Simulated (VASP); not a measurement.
# Cu3O (Fm-3m) in VASP: single point with PBE

Aim: the single point of Cu3O with PBE.

All numbers are computed with VASP 6.6.1; they aren't measurements. Logs are shortened: lines on timing, memory, paths and dates and some standing lists are left out, and cuts for length are marked.

### Step 1. The cell of the first run

It takes space group Fm-3m (No. 225, cubic). The conventional cell has a = 5.633 Å, b = 5.633 Å, c = 5.633 Å, α = 90.00°, β = 90.00°, γ = 90.00°. Cu (site symmetry -43m) has 10 Cu at 2.44 to 2.82 Å and 4 O at 2.44 Å within 3.2 Å. Cu (site symmetry m-3m) has 8 Cu at 2.44 Å and 6 O at 2.82 Å within 3.2 Å. Within 3.2 Å of O (site symmetry m-3m) lie 14 Cu at 2.44 to 2.82 Å.

### Step 2. Single point, PBE

INCAR

```
SYSTEM = Cu3O
PREC = Accurate
ENCUT = 600
EDIFF = 1E-6
ISMEAR = -4
SIGMA = 0.1
LREAL = .FALSE.
LASPH = .TRUE.
NELM = 120
ALGO = Normal
ISIF = 2
LWAVE = .FALSE.
LCHARG = .FALSE.
GGA = PE
NBANDS = 28
GGA_COMPAT = .FALSE.
```

KPOINTS

```
Automatic mesh
0
G
  14 14 14
  0 0 0
```

POSCAR

```
Cu3O
1.0
    0.0000000000      2.8164874911      2.8164874911
    2.8164874911      0.0000000000      2.8164874911
    2.8164874911      2.8164874911      0.0000000000
Cu O
3 1
Direct
    0.2500000000      0.2500000000      0.2500000000
    0.7500000000      0.7500000000      0.7500000000
    0.5000000000      0.5000000000      0.5000000000
    0.0000000000      0.0000000000      0.0000000000
```

Potentials or basis: VASP PAW PBE potentials, release 64 (Cu, O).

On the command line:

```
$ cat potpaw_PBE.64/Cu/POTCAR potpaw_PBE.64/O/POTCAR > POTCAR
$ mpirun -np 1 vasp_std > vasp.out
```

OUTCAR:

```text
SYSTEM = Cu3O
   PREC = Accurate
   ENCUT = 600
   EDIFF = 1E-6
   ISMEAR = -4
   LREAL = .FALSE.
   LASPH = .TRUE.
   NELM = 120
   ISIF = 2
   GGA = PE

 ion  position               nearest neighbor table
   1  0.250  0.250  0.250-   3 2.44   3 2.44   3 2.44   3 2.44
   2  0.750  0.750  0.750-   3 2.44   3 2.44   3 2.44   3 2.44
   3  0.500  0.500  0.500-   1 2.44   1 2.44   1 2.44   1 2.44   2 2.44   2 2.44   2 2.44   2 2.44

   4  0.000  0.000  0.000-

  LATTYP: Found a face centered cubic cell.
 ALAT       =     5.6329749822

  Lattice vectors:

 A1 = (   0.0000000000,   2.8164874911,   2.8164874911)
 A2 = (   2.8164874911,   0.0000000000,   2.8164874911)
 A3 = (   2.8164874911,   2.8164874911,   0.0000000000)

Analysis of symmetry for initial positions (statically):
=====================================================================
 Subroutine PRICEL returns:
 Original cell was already a primitive cell.

 Routine SETGRP: Setting up the symmetry group for a
 face centered cubic supercell.

 Subroutine GETGRP returns: Found 48 space group operations
 (whereof 48 operations were pure point group operations)
 out of a pool of 48 trial point group operations.

The static configuration has the point symmetry O_h .

Analysis of symmetry for dynamics (positions and initial velocities):
=====================================================================
 Subroutine PRICEL returns:
 Original cell was already a primitive cell.

 Routine SETGRP: Setting up the symmetry group for a
 face centered cubic supercell.

 Subroutine GETGRP returns: Found 48 space group operations
 (whereof 48 operations were pure point group operations)
 out of a pool of 48 trial point group operations.

The dynamic configuration has the point symmetry O_h .

 Subroutine INISYM returns: Found 48 space group operations
 (whereof 48 operations are pure point group operations),
 and found     1 'primitive' translations

----------------------------------------------------------------------------------------

                                     Primitive cell

  volume of cell :      44.6841

  direct lattice vectors                    reciprocal lattice vectors
     0.000000000  2.816487491  2.816487491    -0.177526086  0.177526086  0.177526086
[... 84 lines left out ...]
   ISTART =      0    job   : 0-new  1-cont  2-samecut
   ICHARG =      2    charge: 1-file 2-atom 10-const
   ISPIN  =      1    spin polarized calculation?
   LNONCOLLINEAR =      F non collinear calculations
   LSORBIT =      F    spin-orbit coupling
   LASPH  =      T    aspherical Exc in radial PAW
   ENCUT  =  600.0 eV  44.10 Ry    6.64 a.u.   7.96  7.96  7.96*2*pi/ulx,y,z
   NELM   =    120;   NELMIN=  2; NELMDL= -5     # of ELM steps
   EDIFF  = 0.1E-05   stopping-criterion for ELM
   LREAL  =      F    real-space projection
   EDIFFG = 0.1E-04   stopping-criterion for IOM
   NSW    =      0    number of steps for IOM
   IBRION =     -1    ionic relax: 0-MD 1-quasi-New 2-CG
   NFREE  =      0    steps in history (QN), initial steepest desc. (CG)
   ISIF   =      2    stress and relaxation
   ISYM   =      2    0-nonsym 1-usesym 2-fastsym
   POTIM  = 0.5000    time-step for ionic-motion
   TEBEG  =    0.0;   TEEND  =   0.0 temperature during run
   PSTRESS=    0.0 pullay stress
   NELECT =      39.0000    total number of electrons
   NUPDOWN=      -1.0000    fix difference up-down
   EMIN   =  10.00;   EMAX   =-10.00  energy-range for DOS
   EFERMI =   0.00;   METHOD = LEGACY
   ISMEAR =    -4;   SIGMA  =   0.10  broadening in eV -4-tet -1-fermi 0-gaus
   EFERMI_NEDOS =   21; number of points for ismear=-14 and -15
   IALGO  =     38    algorithm
   IMIX   =      4    mixing-type and parameters
     AMIX     =   0.40;   BMIX     =  1.00
     AMIX_MAG =   1.60;   BMIX_MAG =  1.00
  volume/ion in A,a.u.               =      11.17        75.39
  Fermi-wavevector in a.u.,A,eV,Ry     =   1.564511  2.956497 33.302896  2.447694
  Thomas-Fermi vector in A             =   2.667124
   LORBIT       =      0    0 simple, 1 ext, 2 COOP (PROOUT), +10 PAW based schemes
   GGA     = PE    functional components
   LHFCALC =     F    Hartree Fock is set to
   AEXX    =    0.0000 exact exchange contribution
   IVDW    =     0    specifies the selected vdW correction
   LEPSILON=     F    determine dielectric tensor
   LRPA    =     F    only Hartree local field effects (RPA)
 non-spin polarized calculation
 Fermi weights with tetrahedron method witout Bloechl corrections
  energy-cutoff  :      600.00
  volume of cell :       44.68
 maximum number of plane-waves:      1524
   NGX = 15   NGY = 15   NGZ = 15

 number of electron      39.0000002 magnetization

 Free energy of the ion-electron system (eV)
  ---------------------------------------------------
  ext. energy  EPLUGINS =         0.00000000
  ---------------------------------------------------
  free energy    TOTEN  =       -15.17515483 eV

  energy without entropy =      -15.17515483  energy(sigma->0) =      -15.17515483

 E-fermi :   6.0324     XC(G=0): -12.3447

 val. band max:        6.0104682472   @ k =  -0.2143   0.2857   0.0714
 cond. band min:       6.1018462980   @ k =   0.5000   0.2857   0.1429
 fundamental gap:      0.0913780507
 Fermi energy:         6.0323904510

 k-point     1 :       0.0000    0.0000    0.0000
  band No.  band energies     occupation
      1     -11.5285      2.00000
      2       0.6085      2.00000
      3       1.7970      2.00000
      4       1.7970      2.00000
      5       1.7970      2.00000
      6       2.6744      2.00000
[... 733 lines left out ...]
     27      19.5961      0.00000
     28      19.7831      0.00000

 [... further k-points ...]
[... 5 lines left out ...]
  --------------------------------------------------------------------------------------
  -------------------------------------------------------------------------------------
  Total        0.1083291      0.1083291      0.1083291     -0.0000000      0.0000000      0.0000000
  in kB        3.8842071      3.8842071      3.8842071     -0.0000000      0.0000000      0.0000000
  external PRESSURE =       3.8842071 kB  Pullay stress =       0.0000000 kB

 VOLUME and BASIS-vectors are now :
 -----------------------------------------------------------------------------
  energy-cutoff  :      600.00
  volume of cell :       44.68
      direct lattice vectors                 reciprocal lattice vectors
     0.000000000  2.816487491  2.816487491    -0.177526086  0.177526086  0.177526086
     2.816487491  0.000000000  2.816487491     0.177526086 -0.177526086  0.177526086
     2.816487491  2.816487491  0.000000000     0.177526086  0.177526086 -0.177526086

 POSITION                                       TOTAL-FORCE (eV/Angst)
 -----------------------------------------------------------------------------------
      1.40824      1.40824      1.40824        -0.000000      0.000000     -0.000000
      4.22473      4.22473      4.22473         0.000000     -0.000000      0.000000
      2.81649      2.81649      2.81649        -0.000000     -0.000000      0.000000
      0.00000      0.00000      0.00000        -0.000000     -0.000000      0.000000
 -----------------------------------------------------------------------------------
    total drift:                               -0.000000     -0.000000      0.000000

  FREE ENERGIE OF THE ION-ELECTRON SYSTEM (eV)
  ---------------------------------------------------
  free  energy   TOTEN  =       -15.1751548254 eV

  energy  without entropy=      -15.1751548254  energy(sigma->0) =      -15.17515483
```

OSZICAR:

```text
N       E                     dE             d eps       ncg     rms          rms(c)
DAV:   1     0.322381300994E+03    0.32238E+03   -0.19023E+04  6024   0.259E+03
DAV:   2     0.210586077134E+02   -0.30132E+03   -0.28672E+03  5860   0.412E+02
DAV:   3    -0.179586438734E+02   -0.39017E+02   -0.36782E+02  6776   0.170E+02
DAV:   4    -0.196622075164E+02   -0.17036E+01   -0.16757E+01  7468   0.405E+01
DAV:   5    -0.196788023996E+02   -0.16595E-01   -0.16588E-01  7080   0.398E+00    0.177E+01
DAV:   6    -0.219700977490E+02   -0.22913E+01   -0.40504E+01  7792   0.158E+02    0.189E+01
DAV:   7    -0.152350201433E+02    0.67351E+01   -0.33876E+01  7816   0.840E+01    0.313E+00
DAV:   8    -0.152171837449E+02    0.17836E-01   -0.17735E+00  8224   0.144E+01    0.113E+00
DAV:   9    -0.151870394025E+02    0.30144E-01   -0.20857E-01  7168   0.834E+00    0.864E-01
DAV:  10    -0.151856563180E+02    0.13831E-02   -0.19743E-02  7840   0.348E+00    0.776E-01
DAV:  11    -0.151825058264E+02    0.31505E-02   -0.22383E-03  8648   0.599E-01    0.644E-01
DAV:  12    -0.151755790276E+02    0.69268E-02   -0.36350E-02  8104   0.358E+00    0.179E-01
DAV:  13    -0.151751683109E+02    0.41072E-03   -0.21081E-03  8228   0.748E-01    0.410E-02
DAV:  14    -0.151751564460E+02    0.11865E-04   -0.89865E-05  7696   0.991E-02    0.935E-03
DAV:  15    -0.151751550468E+02    0.13992E-05   -0.64429E-06  6908   0.730E-02    0.356E-03
DAV:  16    -0.151751548254E+02    0.22141E-06   -0.18736E-06  4284   0.168E-02
   1 F= -.15175155E+02 E0= -.15175155E+02  d E =0.000000E+00
```

It took 4.3 min on 1 thread of Intel Xeon 8259CL, shared host; peak memory 0.27 GiB.

Results:

```yaml
Free_energy: -15.1752 eV
Pressure: 0.4 GPa
Band_gap_on_the_k_mesh: zero (an odd number of electrons rules out a gap without spin polarisation)
```

Levels at points of the mesh, in eV from the Fermi level:
```tsv
k point	band 16	band 17	band 18	band 19	band 20	band 21	band 22	band 23	band 24	band 25
(0.00, 0.00, 0.00)	-1.05	-1.05	-0.64	-0.64	-0.64	6.92	6.92	6.92	8.74	8.74
(0.50, 0.00, 0.00)	-1.37	-1.27	-1.27	-0.29	-0.29	1.85	5.41	5.41	8.74	10.64
(0.50, 0.50, 0.00)	-1.07	-1.07	-0.91	-0.91	0.41	2.65	4.81	4.97	4.97	11.23
```

Caveat: tetrahedron occupations give inexact forces and stress in metals.

The gap in the log of VASP goes by the Fermi energy; the results here count the filled bands.